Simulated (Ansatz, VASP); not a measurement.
## In2TeO2 in VASP and in Ansatz

```xyz
5
Lattice="4.8402 0.0000 0.0000 0.0000 4.8402 0.0000 0.0000 0.0000 4.8489" Properties=species:S:1:pos:R:3 pbc="T T T"
In    0.0000    0.0000    2.4244
In    0.0000    0.0000    0.0000
Te    2.4201    2.4201    2.4244
O     2.4201    2.4201    4.1255
O     2.4201    2.4201    0.7234
```

Alike in both runs: task single point; functional PBE; k mesh 4 × 4 × 4; occupations gaussian, width 0.1 eV; no spin polarisation.

|  | VASP | Ansatz |
| --- | --- | --- |
| version | VASP 6.6.1 | Ansatz 0.2.0 |
| potentials or method | VASP PAW PBE potentials, release 64 (In_d, Te, O), cutoff 520 eV | scalar-relativistic, plane waves, PAW |
| valence electrons in the cell | 44 | 54 |

```csv
,VASP,Ansatz,Ansatz less VASP
gap on the k mesh at the Fermi level (eV),none,none,-
rms of the force components (eV/Å),2.748,2.548,-0.2003
```

Atom by atom the forces differ by 0.200 eV/Å (rms over components). A gap of «none» marks a metal or a gap that the smearing closes. VASP's potentials hold 44 valence electrons a cell and Ansatz's 54, so a difference there can come from the potentials and not from the codes.

Neither program's run includes spin-orbit coupling.
